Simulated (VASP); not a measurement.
# ZnSe (F-43m) in VASP: notebook

Runs on ZnSe. Level: LDA. Tasks: single point, relaxation of cell and atoms.

Everything below comes from runs of VASP 6.6.1. Logs are shortened: lines on timing, memory, paths and dates and some standing lists are left out, and cuts for length are marked.

## (1) The cell of the first run

The structure is cubic, space group F-43m (No. 216). Conventional cell: a = 5.419 Å, b = 5.419 Å, c = 5.419 Å, α = 90.00°, β = 90.00°, γ = 90.00°. Zn (site symmetry -43m) has 4 Se at 2.35 Å within 3.1 Å. Within 3.1 Å of Se (site symmetry -43m) lie 4 Zn at 2.35 Å.

## (2) Single point, LDA

File INCAR:

```
PREC = Accurate
ENCUT = 520
EDIFF = 1E-6
ISMEAR = 0
SIGMA = 0.01
LREAL = F
LASPH = T
NELM = 100
ALGO = Normal
ISIF = 2
LWAVE = F
LCHARG = F
NBANDS = 16
```

File KPOINTS:

```
Automatic mesh
0
Gamma
  8 8 8
```

File POSCAR:

```
ZnSe
1.0
    0.0000000000      2.7094174428      2.7094174428
    2.7094174428      0.0000000000      2.7094174428
    2.7094174428      2.7094174428      0.0000000000
Zn Se
1 1
Direct
    0.0000000000      0.0000000000      0.0000000000
    0.7500000000      0.7500000000      0.7500000000
```

Potentials or basis: VASP PAW LDA potentials, release 64 (Zn, Se).

Launch:

```bash
cat potpaw_LDA.64/Zn/POTCAR potpaw_LDA.64/Se/POTCAR > POTCAR
mpirun -np 1 vasp_std > vasp.out
```

OUTCAR:

```text
PREC = Accurate
   ENCUT = 520
   EDIFF = 1E-6
   ISMEAR = 0
   LREAL = F
   LASPH = T
   NELM = 100
   ISIF = 2

 ion  position               nearest neighbor table
   1  0.000  0.000  0.000-   2 2.35   2 2.35   2 2.35   2 2.35
   2  0.750  0.750  0.750-   1 2.35   1 2.35   1 2.35   1 2.35

  LATTYP: Found a face centered cubic cell.
 ALAT       =     5.4188348856

  Lattice vectors:

 A1 = (   0.0000000000,   2.7094174428,   2.7094174428)
 A2 = (   2.7094174428,   0.0000000000,   2.7094174428)
 A3 = (   2.7094174428,   2.7094174428,   0.0000000000)

Analysis of symmetry for initial positions (statically):
=====================================================================
 Subroutine PRICEL returns:
 Original cell was already a primitive cell.

 Routine SETGRP: Setting up the symmetry group for a
 face centered cubic supercell.

 Subroutine GETGRP returns: Found 24 space group operations
 (whereof 24 operations were pure point group operations)
 out of a pool of 48 trial point group operations.

The static configuration has the point symmetry T_d .

Analysis of symmetry for dynamics (positions and initial velocities):
=====================================================================
 Subroutine PRICEL returns:
 Original cell was already a primitive cell.

 Routine SETGRP: Setting up the symmetry group for a
 face centered cubic supercell.

 Subroutine GETGRP returns: Found 24 space group operations
 (whereof 24 operations were pure point group operations)
 out of a pool of 48 trial point group operations.

The dynamic configuration has the point symmetry T_d .

 Subroutine INISYM returns: Found 24 space group operations
 (whereof 24 operations are pure point group operations),
 and found     1 'primitive' translations

----------------------------------------------------------------------------------------

                                     Primitive cell

  volume of cell :      39.7794

  direct lattice vectors                    reciprocal lattice vectors
     0.000000000  2.709417443  2.709417443    -0.184541515  0.184541515  0.184541515
     2.709417443  0.000000000  2.709417443     0.184541515 -0.184541515  0.184541515
     2.709417443  2.709417443  0.000000000     0.184541515  0.184541515 -0.184541515

  length of vectors
     3.831694894  3.831694894  3.831694894     0.319635280  0.319635280  0.319635280

  position of ions in fractional coordinates (direct lattice)
     0.000000000  0.000000000  0.000000000
     0.750000000  0.750000000  0.750000000

  ion indices of the primitive-cell ions
   primitive index   ion index
                 1           1
                 2           2

----------------------------------------------------------------------------------------

 KPOINTS: Automatic mesh

Automatic generation of k-mesh.
 Grid dimensions read from file:
 generate k-points for:    8    8    8

 Generating k-lattice:

  Cartesian coordinates                     Fractional coordinates (reciprocal lattice)
    -0.023067689  0.023067689  0.023067689     0.125000000  0.000000000  0.000000000
     0.023067689 -0.023067689  0.023067689     0.000000000  0.125000000  0.000000000
     0.023067689  0.023067689 -0.023067689     0.000000000  0.000000000  0.125000000

  Length of vectors
     0.039954410  0.039954410  0.039954410

  Shift w.r.t. Gamma in fractional coordinates (k-lattice)
     0.000000000  0.000000000  0.000000000

 Subroutine IBZKPT returns following result:
 ===========================================

 Found     29 irreducible k-points:

 Following reciprocal coordinates:
            Coordinates               Weight
  0.000000  0.000000  0.000000      1.000000
  0.125000  0.000000  0.000000      8.000000
  0.250000  0.000000  0.000000      8.000000
  0.375000  0.000000  0.000000      8.000000
  0.500000  0.000000  0.000000      4.000000
  0.125000  0.125000  0.000000      6.000000
[... 16 lines left out ...]
  0.500000  0.250000  0.125000     48.000000
 -0.375000  0.250000  0.125000     24.000000
 [... further k-points ...]
   k-points           NKPTS =     29   k-points in BZ     NKDIM =     29   number of bands    NBANDS=     16
   number of dos      NEDOS =    301   number of ions     NIONS =      2
   total plane-waves  NPLWV =  21952
   dimension x,y,z NGX =    28 NGY =   28 NGZ =   28
   dimension x,y,z NGXF=    56 NGYF=   56 NGZF=   56
   ions per type =               1   1
   NGX,Y,Z   is equivalent  to a cutoff of  12.15, 12.15, 12.15 a.u.
   NGXF,Y,Z  is equivalent  to a cutoff of  24.30, 24.30, 24.30 a.u.
 SYSTEM =  unknown system
   PREC   = accura    normal or accurate (medium, high low for compatibility)
   ISTART =      0    job   : 0-new  1-cont  2-samecut
   ICHARG =      2    charge: 1-file 2-atom 10-const
   ISPIN  =      1    spin polarized calculation?
   LNONCOLLINEAR =      F non collinear calculations
   LSORBIT =      F    spin-orbit coupling
   LASPH  =      T    aspherical Exc in radial PAW
   ENCUT  =  520.0 eV  38.22 Ry    6.18 a.u.   7.12  7.12  7.12*2*pi/ulx,y,z
   NELM   =    100;   NELMIN=  2; NELMDL= -5     # of ELM steps
   EDIFF  = 0.1E-05   stopping-criterion for ELM
   LREAL  =      F    real-space projection
   EDIFFG = 0.1E-04   stopping-criterion for IOM
   NSW    =      0    number of steps for IOM
   IBRION =     -1    ionic relax: 0-MD 1-quasi-New 2-CG
   NFREE  =      0    steps in history (QN), initial steepest desc. (CG)
   ISIF   =      2    stress and relaxation
   ISYM   =      2    0-nonsym 1-usesym 2-fastsym
   POTIM  = 0.5000    time-step for ionic-motion
   TEBEG  =    0.0;   TEEND  =   0.0 temperature during run
   PSTRESS=    0.0 pullay stress
   NELECT =      18.0000    total number of electrons
   NUPDOWN=      -1.0000    fix difference up-down
   EMIN   =  10.00;   EMAX   =-10.00  energy-range for DOS
   EFERMI =   0.00;   METHOD = LEGACY
   ISMEAR =     0;   SIGMA  =   0.01  broadening in eV -4-tet -1-fermi 0-gaus
   EFERMI_NEDOS =   21; number of points for ismear=-14 and -15
   IALGO  =     38    algorithm
   IMIX   =      4    mixing-type and parameters
     AMIX     =   0.40;   BMIX     =  1.00
     AMIX_MAG =   1.60;   BMIX_MAG =  1.00
  volume/ion in A,a.u.               =      19.89       134.22
  Fermi-wavevector in a.u.,A,eV,Ry     =   1.256839  2.375082 21.492375  1.579645
  Thomas-Fermi vector in A             =   2.390528
   LORBIT       =      0    0 simple, 1 ext, 2 COOP (PROOUT), +10 PAW based schemes
   GGA     = CA    functional components
   LHFCALC =     F    Hartree Fock is set to
   AEXX    =    0.0000 exact exchange contribution
   IVDW    =     0    specifies the selected vdW correction
   LEPSILON=     F    determine dielectric tensor
   LRPA    =     F    only Hartree local field effects (RPA)
 non-spin polarized calculation
 Gauss-broadening in eV      SIGMA  =   0.01
  energy-cutoff  :      520.00
  volume of cell :       39.78
 maximum number of plane-waves:      1090
   NGX = 15   NGY = 15   NGZ = 15

 number of electron      17.9999996 magnetization

 Free energy of the ion-electron system (eV)
  ---------------------------------------------------
  ext. energy  EPLUGINS =         0.00000000
  ---------------------------------------------------
  free energy    TOTEN  =        -7.29421197 eV

  energy without entropy =       -7.29421197  energy(sigma->0) =       -7.29421197

 E-fermi :   2.8445     XC(G=0): -10.3097

 val. band max:        2.7912059591   @ k =   0.0000   0.0000   0.0000
 cond. band min:       4.4355305523   @ k =   0.0000   0.0000   0.0000
 fundamental gap:      1.6443245932
 Fermi energy:         2.8445216960

 k-point     1 :       0.0000    0.0000    0.0000
  band No.  band energies     occupation
      1     -11.4598      2.00000
      2      -4.4725      2.00000
      3      -4.4725      2.00000
      4      -4.4725      2.00000
      5      -3.9815      2.00000
      6      -3.9815      2.00000
[... 8 lines left out ...]
     15      14.5524      0.00000
     16      14.5524      0.00000

 k-point     2 :       0.1250    0.0000    0.0000
  band No.  band energies     occupation
      1     -11.3305      2.00000
      2      -4.4748      2.00000
      3      -4.4516      2.00000
      4      -4.4516      2.00000
      5      -3.9839      2.00000
      6      -3.9839      2.00000
[... 8 lines left out ...]
     15      13.5848      0.00000
     16      13.8493      0.00000

 k-point     3 :       0.2500    0.0000    0.0000
  band No.  band energies     occupation
      1     -10.9894      2.00000
      2      -4.4374      2.00000
      3      -4.4060      2.00000
      4      -4.4060      2.00000
      5      -3.9824      2.00000
      6      -3.9824      2.00000
[... 8 lines left out ...]
     15      13.3348      0.00000
     16      13.5045      0.00000

 k-point     4 :       0.3750    0.0000    0.0000
  band No.  band energies     occupation
      1     -10.5955      2.00000
      2      -4.3705      2.00000
      3      -4.3705      2.00000
      4      -4.2286      2.00000
      5      -3.9672      2.00000
      6      -3.9672      2.00000
[... 8 lines left out ...]
     15      14.6367      0.00000
     16      14.6367      0.00000

 k-point     5 :       0.5000    0.0000    0.0000
  band No.  band energies     occupation
      1     -10.4115      2.00000
      2      -4.3595      2.00000
      3      -4.3595      2.00000
      4      -3.9560      2.00000
      5      -3.9560      2.00000
      6      -3.7735      2.00000
[... 8 lines left out ...]
     15      16.4076      0.00000
     16      16.4076      0.00000

 k-point     6 :       0.1250    0.1250    0.0000
  band No.  band energies     occupation
      1     -11.2872      2.00000
      2      -4.4962      2.00000
      3      -4.4339      2.00000
      4      -4.4339      2.00000
      5      -3.9986      2.00000
      6      -3.9717      2.00000
[... 8 lines left out ...]
     15      14.4300      0.00000
     16      14.7863      0.00000
[... 267 lines left out ...]
 k-point    21 :       0.5000    0.5000    0.0000
  band No.  band energies     occupation
      1     -10.0511      2.00000
      2      -4.5342      2.00000
      3      -4.1331      2.00000
      4      -4.1331      2.00000
      5      -3.9146      2.00000
      6      -3.7482      2.00000
[... 8 lines left out ...]
     15      17.1888      0.00000
     16      17.7972      0.00000

 k-point    22 :       0.3750    0.2500    0.1250
  band No.  band energies     occupation
      1     -10.7193      2.00000
      2      -4.4652      2.00000
      3      -4.3434      2.00000
      4      -4.3169      2.00000
      5      -4.0059      2.00000
      6      -3.9476      2.00000
[... 8 lines left out ...]
     15      15.4674      0.00000
     16      16.8034      0.00000

 k-point    23 :       0.5000    0.2500    0.1250
  band No.  band energies     occupation
      1     -10.3870      2.00000
      2      -4.3717      2.00000
      3      -4.3146      2.00000
      4      -4.1807      2.00000
      5      -3.9690      2.00000
      6      -3.9095      2.00000
[... 8 lines left out ...]
     15      15.8588      0.00000
     16      16.9244      0.00000

 k-point    24 :      -0.3750    0.2500    0.1250
  band No.  band energies     occupation
      1     -10.2361      2.00000
      2      -4.3536      2.00000
      3      -4.2922      2.00000
      4      -4.0431      2.00000
      5      -3.9747      2.00000
      6      -3.6994      2.00000
[... 8 lines left out ...]
     15      15.8653      0.00000
     16      16.8865      0.00000

 [... further k-points ...]
[... 5 lines left out ...]
  --------------------------------------------------------------------------------------
  -------------------------------------------------------------------------------------
  Total        1.8611057      1.8611057      1.8611057      0.0000000      0.0000000     -0.0000000
  in kB       74.9590134     74.9590134     74.9590134      0.0000000      0.0000000     -0.0000000
  external PRESSURE =      74.9590134 kB  Pullay stress =       0.0000000 kB

 VOLUME and BASIS-vectors are now :
 -----------------------------------------------------------------------------
  energy-cutoff  :      520.00
  volume of cell :       39.78
      direct lattice vectors                 reciprocal lattice vectors
     0.000000000  2.709417443  2.709417443    -0.184541515  0.184541515  0.184541515
     2.709417443  0.000000000  2.709417443     0.184541515 -0.184541515  0.184541515
     2.709417443  2.709417443  0.000000000     0.184541515  0.184541515 -0.184541515

 POSITION                                       TOTAL-FORCE (eV/Angst)
 -----------------------------------------------------------------------------------
      0.00000      0.00000      0.00000         0.000000      0.000000      0.000000
      4.06413      4.06413      4.06413        -0.000000     -0.000000     -0.000000
 -----------------------------------------------------------------------------------
    total drift:                                0.000000      0.000000     -0.000000

  FREE ENERGIE OF THE ION-ELECTRON SYSTEM (eV)
  ---------------------------------------------------
  free  energy   TOTEN  =        -7.2942119682 eV

  energy  without entropy=       -7.2942119682  energy(sigma->0) =       -7.29421197
```

It took 15 s on 1 thread of Intel Xeon Platinum 8259CL at 2.50GHz (Skylake/Cascade Lake), shared host; peak memory 0.15 GiB.

What came out:

```
Free energy            : -7.2942 eV
Pressure               : 7.5 GPa
Band gap on the k mesh : 1.64 eV, direct
```

Levels at points of the mesh, in eV from the valence-band top:
```csv
k point,band 7,band 8,band 9,band 10,band 11,band 12
"(0.00, 0.00, 0.00)",0.00,0.00,0.00,1.64,5.63,5.63
"(0.50, 0.00, 0.00)",-6.22,-1.09,-1.09,2.61,6.24,6.24
"(0.50, 0.50, 0.00)",-5.44,-2.73,-2.73,2.48,3.26,11.60
```

## (3) Single point, LDA

This run uses another cell than the first one, of 21.01 Å³/atom, 1.056 times its volume.

INCAR: that of step 2 with these lines changed.

```diff
@@ -7,3 +7,3 @@
 LASPH = T
-NELM = 100
+NELM = 80
 ALGO = Normal
@@ -12,2 +12,3 @@
 LCHARG = F
+GGA = CA
 NBANDS = 16
```

KPOINTS is that of step 2.

File POSCAR:

```
ZnSe
1.0
    0.0000000000      2.7592057069      2.7592057069
    2.7592057069      0.0000000000      2.7592057069
    2.7592057069      2.7592057069      0.0000000000
Zn Se
1 1
Direct
    0.0000000000      0.0000000000      0.0000000000
    0.7500000000      0.7500000000      0.7500000000
```

Potentials or basis: VASP PAW LDA potentials, release 64 (Zn, Se).

Launch:

```bash
cat potpaw_LDA.64/Zn/POTCAR potpaw_LDA.64/Se/POTCAR > POTCAR
mpirun -np 1 vasp_std > vasp.out
```

OUTCAR:

```text
PREC = Accurate
   ENCUT = 520
   EDIFF = 1E-6
   ISMEAR = 0
   LREAL = F
   LASPH = T
   NELM = 80
   ISIF = 2
   GGA = CA

 ion  position               nearest neighbor table
   1  0.000  0.000  0.000-   2 2.39   2 2.39   2 2.39   2 2.39
   2  0.750  0.750  0.750-   1 2.39   1 2.39   1 2.39   1 2.39

  LATTYP: Found a face centered cubic cell.
 ALAT       =     5.5184114138

  Lattice vectors:

 A1 = (   0.0000000000,   2.7592057069,   2.7592057069)
 A2 = (   2.7592057069,   0.0000000000,   2.7592057069)
 A3 = (   2.7592057069,   2.7592057069,   0.0000000000)
[... 624 lines left out ...]
      3      -4.5936      2.00000
      4      -4.3684      2.00000
      5      -4.3146      2.00000
      6      -4.0688      2.00000
[... 8 lines left out ...]
     15      15.1366      0.00000
     16      16.0581      0.00000

 [... further k-points ...]
[... 5 lines left out ...]
  --------------------------------------------------------------------------------------
  -------------------------------------------------------------------------------------
  Total        0.6374746      0.6374746      0.6374746     -0.0000000     -0.0000000     -0.0000000
  in kB       24.3103498     24.3103498     24.3103498     -0.0000000     -0.0000000     -0.0000000
  external PRESSURE =      24.3103498 kB  Pullay stress =       0.0000000 kB

 VOLUME and BASIS-vectors are now :
 -----------------------------------------------------------------------------
  energy-cutoff  :      520.00
  volume of cell :       42.01
      direct lattice vectors                 reciprocal lattice vectors
     0.000000000  2.759205707  2.759205707    -0.181211571  0.181211571  0.181211571
     2.759205707  0.000000000  2.759205707     0.181211571 -0.181211571  0.181211571
     2.759205707  2.759205707  0.000000000     0.181211571  0.181211571 -0.181211571

 POSITION                                       TOTAL-FORCE (eV/Angst)
 -----------------------------------------------------------------------------------
      0.00000      0.00000      0.00000         0.000000     -0.000000     -0.000000
      4.13881      4.13881      4.13881        -0.000000      0.000000      0.000000
 -----------------------------------------------------------------------------------
    total drift:                                0.000000      0.000000      0.000000

  FREE ENERGIE OF THE ION-ELECTRON SYSTEM (eV)
  ---------------------------------------------------
  free  energy   TOTEN  =        -7.3619473398 eV

  energy  without entropy=       -7.3619473398  energy(sigma->0) =       -7.36194734
```

OSZICAR:

```text
N       E                     dE             d eps       ncg     rms          rms(c)
DAV:   1     0.873235154537E+02    0.87324E+02   -0.88116E+03   928   0.131E+03
DAV:   2    -0.208324628769E+01   -0.89407E+02   -0.83701E+02  1024   0.259E+02
DAV:   3    -0.763415060273E+01   -0.55509E+01   -0.55272E+01  1136   0.632E+01
DAV:   4    -0.767834452754E+01   -0.44194E-01   -0.44190E-01  1152   0.590E+00
DAV:   5    -0.767855295734E+01   -0.20843E-03   -0.20843E-03  1168   0.374E-01    0.558E+00
DAV:   6    -0.739514362849E+01    0.28341E+00   -0.56206E-01  1328   0.261E+01    0.418E+00
DAV:   7    -0.736717838870E+01    0.27965E-01   -0.16213E-01  1120   0.396E+00    0.173E+00
DAV:   8    -0.736251190106E+01    0.46665E-02   -0.36703E-03  1432   0.893E-01    0.433E-01
DAV:   9    -0.736193914638E+01    0.57275E-03   -0.98260E-04  1056   0.263E-01    0.573E-02
DAV:  10    -0.736195748993E+01   -0.18344E-04   -0.14710E-04  1344   0.135E-01    0.202E-02
DAV:  11    -0.736194741562E+01    0.10074E-04   -0.19398E-05  1376   0.689E-02    0.621E-03
DAV:  12    -0.736194733978E+01    0.75842E-07   -0.32940E-06  1032   0.140E-02
   1 F= -.73619473E+01 E0= -.73619473E+01  d E =-.868479E-80
```

stdout:

```text
POSCAR found type information on POSCAR ZnSe
 POSCAR found :  2 types and       2 ions
 scaLAPACK will be used
 LDA part: xc-table for (Slater(with rela. corr.)+CA(PZ))
 , standard interpolation
 POSCAR, INCAR and KPOINTS ok, starting setup
 FFT: planning ... GRIDC
 FFT: planning ... GRID_SOFT
 FFT: planning ... GRID
 WAVECAR not read
 entering main loop
```

Wall time 23 s (1 thread of Intel Xeon Platinum 8259CL at 2.50GHz (Skylake/Cascade Lake), shared host); peak memory 0.15 GiB.

What came out:

```
Free energy            : -7.3619 eV
Pressure               : 2.4 GPa
Band gap on the k mesh : 1.40 eV, direct
```

## (4) Single point, LDA

This run uses another cell than the first one, of 20.52 Å³/atom, 1.032 times its volume.

File INCAR:

```
PREC = Accurate ; ENCUT = 520
EDIFF = 1E-6 ; ISMEAR = 0
SIGMA = 0.01 ; LREAL = F
LASPH = T ; NELM = 80
ALGO = Normal ; ISIF = 2
LWAVE = F ; LCHARG = F
GGA = CA ; NBANDS = 16
```

KPOINTS is that of step 3.

File POSCAR:

```
ZnSe
1.0
    0.0000000000      2.7379037172      2.7379037172
    2.7379037172      0.0000000000      2.7379037172
    2.7379037172      2.7379037172      0.0000000000
Zn Se
1 1
Direct
    0.0000000000      0.0000000000      0.0000000000
    0.7500000000      0.7500000000      0.7500000000
```

Launch:

```bash
cat potpaw_LDA.64/Zn/POTCAR potpaw_LDA.64/Se/POTCAR > POTCAR
mpirun -np 1 vasp_std > vasp.out
```

It took 21 s on 1 thread of Intel Xeon Platinum 8259CL at 2.50GHz (Skylake/Cascade Lake), shared host; peak memory 0.15 GiB.

It converged, with:

| Property | Result |
| --- | --- |
| Free energy | -7.3413 eV |
| Pressure | 4.4 GPa |
| Band gap on the k mesh | 1.50 eV, direct |

Levels at points of the mesh, in eV from the valence-band top:
```
           k point  band 6  band 7  band 8  band 9  band 10  band 11  band 12  band 13
(0.00, 0.00, 0.00)   -6.65    0.00    0.00    0.00     1.50     5.66     5.66     5.66
(0.50, 0.00, 0.00)   -6.45   -5.99   -1.04   -1.04     2.55     6.25     6.25     8.59
(0.50, 0.50, 0.00)   -6.43   -5.30   -2.60   -2.60     2.56     3.29    11.33    11.82
```

(Part 1 of 2 ends here.)
